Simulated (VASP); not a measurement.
Input of a VASP 6.6.1 run:

POSCAR

```
Be2C
1.0
    0.0000000000      2.1650000000      2.1650000000
    2.1650000000      0.0000000000      2.1650000000
    2.1650000000      2.1650000000      0.0000000000
Be C
2 1
Direct
    0.2500000000      0.2500000000      0.2500000000
    0.7500000000      0.7500000000      0.7500000000
    0.0000000000      0.0000000000      0.0000000000
```

The input INCAR.step1:

```
SYSTEM = Be2C
ALGO = Normal
EDIFF = 1E-5
EDIFFG = -0.005
ENCUT = 660
GGA = PE
GGA_COMPAT = .FALSE.
IBRION = 2
ISIF = 3
ISMEAR = 0
LASPH = .TRUE.
LCHARG = .FALSE.
LREAL = .FALSE.
LWAVE = .TRUE.
NELM = 120
NELMIN = 4
NSW = 100
PREC = Accurate
SIGMA = 0.01
```

The input INCAR.step2:

```
SYSTEM = Be2C
ALGO = Normal
BPARAM = 11.95
CPARAM = 0.0093
EDIFF = 1E-7
EDIFFG = -0.03
ENCUT = 660
GGA_COMPAT = .FALSE.
IBRION = 2
ISIF = 3
ISMEAR = 0
ISTART = 1
IVDW_NL = 2
LASPH = .TRUE.
LCHARG = .FALSE.
LMIXTAU = .TRUE.
LREAL = .FALSE.
LUSE_VDW = .TRUE.
LWAVE = .FALSE.
METAGGA = R2SCAN
NELM = 120
NELMIN = 4
NSW = 60
PREC = Accurate
SIGMA = 0.01
```

File KPOINTS:

```
k-points
0
G
  8 8 8
  0 0 0
```

Potentials or basis: VASP PAW PBE potentials, release 64 (Be, C).

Command:

```sh
$ cat potpaw_PBE.64/Be/POTCAR potpaw_PBE.64/C/POTCAR > POTCAR
$ cp INCAR.step1 INCAR
$ mpirun -np 1 vasp_std > vasp.out
$ cp INCAR.step2 INCAR
$ mpirun -np 1 vasp_std > vasp.out
```

**Question.** Estimate the relaxed cell.

**Answer.** a = 3.057 Å, b = 3.057 Å, c = 3.057 Å, α = 60.00°, β = 60.00°, γ = 60.00°.

**Question.** Estimate the space group after relaxing (to 0.1 Å).

**Answer.** Fm-3m (No. 225).

**Question.** Estimate the band gap on the k mesh.

**Answer.** 1.50 eV (least direct gap 4.62 eV).

Final structure:
```
CELL_PARAMETERS angstrom
0.00000 2.16164 2.16164
2.16164 0.00000 2.16164
2.16164 2.16164 0.00000
ATOMIC_POSITIONS crystal
Be 0.25000 0.25000 0.25000
Be 0.75000 0.75000 0.75000
C 0.00000 0.00000 0.00000
```

Caveat: the PAW data sets were made with another functional, which shifts forces and pressure a little. r2SCAN opens gaps a little over a GGA but as a rule still falls short of measured ones.
